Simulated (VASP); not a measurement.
Mg: single point with BLYP

The system is Mg.

```xyz
4
Lattice="3.2193 0.0000 0.0000 -1.6097 2.7880 0.0000 0.0000 0.0000 10.4845" Properties=species:S:1:pos:R:3 pbc="T T T"
Mg    1.6097    2.7880    0.0000
Mg    1.6097    2.7880    5.2423
Mg    0.0000    1.8587    2.6211
Mg    1.6097    0.9293    7.8634
```

| Property | Result |
| --- | --- |
| Program | VASP 6.6.1 |
| Task | single point |
| Functional | BLYP |
| Potentials or basis | VASP PAW PBE potentials, release 64 (Mg) |
| Cutoff | 520 eV |
| k mesh | 11 × 11 × 3 |
| Occupations | fermi-dirac, width 0.1 eV |
| Spin | no spin polarisation |
| Dipole correction | no |
| Further INCAR settings | ALGO = Normal; EDIFF = 1e-07; NBANDS = 12 |

The pressure is 0.0 GPa and the band gap on the k mesh is zero (bands 4 and 5 overlap by 2.27 eV).

Levels at points of the mesh, in eV from the Fermi level:
| k point | band 1 | band 2 | band 3 | band 4 | band 5 | band 6 | band 7 | band 8 | band 9 |
| --- | --- | --- | --- | --- | --- | --- | --- | --- | --- |
| (0.00, 0.00, 0.00) | -6.81 | -5.45 | -5.45 | -1.58 | -1.34 | 4.90 | 4.90 | 10.79 | 10.79 |

Wall time 25 s on 1 thread of AMD EPYC 9R45 96-Core Processor (Zen 5), with other jobs on the host, peak memory 0.17 GiB.

Caveat: the PAW data sets were made with another functional, which shifts forces and pressure a little.
